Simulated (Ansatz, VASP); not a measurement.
## WS2: VASP beside Ansatz

File INCAR:

```
PREC = Accurate
ENCUT = 500
EDIFF = 1E-6
ISMEAR = 0
SIGMA = 0.2
LREAL = F
LASPH = T
NELM = 120
ALGO = Normal
ISIF = 2
LWAVE = F
LCHARG = T
GGA = PS
LELF = T
LVHAR = T
NBANDS = 20
GGA_COMPAT = F
```

KPOINTS

```
Automatic mesh
0
Gamma
  11 11 11
```

POSCAR

```
WS2
1.0
    1.5790000000      0.9116360000      6.1633330000
   -1.5790000000      0.9116360000      6.1633330000
    0.0000000000     -1.8232720000      6.1633330000
W S
1 2
Direct
    0.0000000000      0.0000000000      0.0000000000
    0.2497000000      0.2497000000      0.2497000000
    0.4190000000      0.4190000000      0.4190000000
```

Input for Ansatz:

```yaml
crystal:
  lattice:
    - [1.579, 0.911636, 6.163333]
    - [-1.579, 0.911636, 6.163333]
    - [0.0, -1.823272, 6.163333]
  atoms:
    - { symbol: W, position: [0.0, 0.0, 0.0] }
    - { symbol: S, position: [0.2497, 0.2497, 0.2497] }
    - { symbol: S, position: [0.419, 0.419, 0.419] }
kpoints:
  mp_grid:
    grid: [11, 11, 11]
hamiltonian:
  xc: pbesol
scf:
  convergence:
    dr2_threshold: 1.0e-09
  occupations:
    method: gaussian
    width: 0.2
output:
  forces: true
  stress: true
```

Alike in both runs: task single point; functional PBEsol; k mesh 11 × 11 × 11; occupations gaussian, width 0.2 eV; no spin polarisation.

|  | VASP | Ansatz |
| --- | --- | --- |
| version | VASP 6.6.1 | Ansatz 0.2.0 |
| potentials or method | VASP PAW PBE potentials, release 64 (W_sv, S) | plane waves, PAW |
| plane-wave cutoff (eV) | 500 | 420 |
| valence electrons in the cell | 26 | 26 |

VASP gave:

```
pressure (GPa)                                                : -0.5
traceless stress, the component that is largest in VASP (GPa) : 0.72
rms of the force components (eV/Å)                            : 0.247
```

Question: Which values does Ansatz return?

Answer: Pressure (GPa): -0.6; traceless stress, the component that is largest in VASP (GPa): 0.69; rms of the force components (eV/Å): 0.247.

VASP's potentials were made for PBE, not for PBEsol. Atom by atom the forces differ by 0.010 eV/Å (rms over components). Ansatz's warnings: stress scf threshold loose.

Neither program's run includes spin-orbit coupling.
